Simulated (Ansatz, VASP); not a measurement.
**Cu: VASP beside Ansatz**

POSCAR

```
Cu
1.0
   -1.4427933200      1.4427933200      1.3760814500
    1.4427933200     -1.4427933200      1.3760814500
    1.4427933200      1.4427933200     -1.3760814500
Cu
1
Direct
    0.0000000000      0.0000000000      0.0000000000
```

Contents of INCAR.step1:

```
SYSTEM = Cu
ALGO = Normal
EDIFF = 1E-4
ENCUT = 520
GGA = PE
ISMEAR = 0
LASPH = .TRUE.
LCHARG = .FALSE.
LREAL = .FALSE.
LWAVE = .TRUE.
NBANDS = 12
NELM = 60
PREC = Accurate
SIGMA = 0.1
```

Contents of INCAR.step2:

```
SYSTEM = Cu
ALGO = Normal
EDIFF = 1E-6
ENCUT = 520
ISIF = 2
ISMEAR = 0
ISTART = 1
LASPH = .TRUE.
LCHARG = .TRUE.
LELF = .TRUE.
LMIXTAU = .TRUE.
LREAL = .FALSE.
LVHAR = .TRUE.
LWAVE = .FALSE.
METAGGA = R2SCAN
NBANDS = 12
NELM = 60
PREC = Accurate
SIGMA = 0.1
```

The input KPOINTS:

```
k-points
0
G
  12 12 12
  0 0 0
```

Input for Ansatz:

```yaml
crystal:
  lattice:
    - [-1.44279332, 1.44279332, 1.37608145]
    - [1.44279332, -1.44279332, 1.37608145]
    - [1.44279332, 1.44279332, -1.37608145]
  atoms:
    - { symbol: Cu, position: [0.0, 0.0, 0.0] }
basis:
  ecutwfc: 500
kpoints:
  mp_grid: { grid: [12, 12, 12] }
hamiltonian:
  xc: r2scan
scf:
  occupations: { method: gaussian, width: 0.1 }
output:
  forces: true
  stress: true
  eigenvalues: true
```

Alike in both runs: task single point; functional r2SCAN; k mesh 12 × 12 × 12; occupations gaussian, width 0.1 eV; no spin polarisation.

```csv
,VASP,Ansatz
version,VASP 6.6.1,Ansatz 0.2.0
potentials or method,"VASP PAW PBE potentials, release 64 (Cu), cutoff 520 eV","scalar-relativistic, plane waves, PAW"
valence electrons in the cell,11,19
```

```tsv
	VASP	Ansatz	Ansatz less VASP
gap on the k mesh at the Fermi level (eV)	none	none	-
pressure (GPa)	0.9	0.2	-0.69
traceless stress, the component that is largest in VASP (GPa)	-1.27	-1.23	+0.040
```

VASP's potentials were made for PBE, not for r2SCAN. A gap of «none» marks a metal or a gap that the smearing closes. The functional is the same, so the differences come from potentials, cutoffs and numerics. VASP's potentials hold 11 valence electrons a cell and Ansatz's 19, so a difference there can come from the potentials and not from the codes.
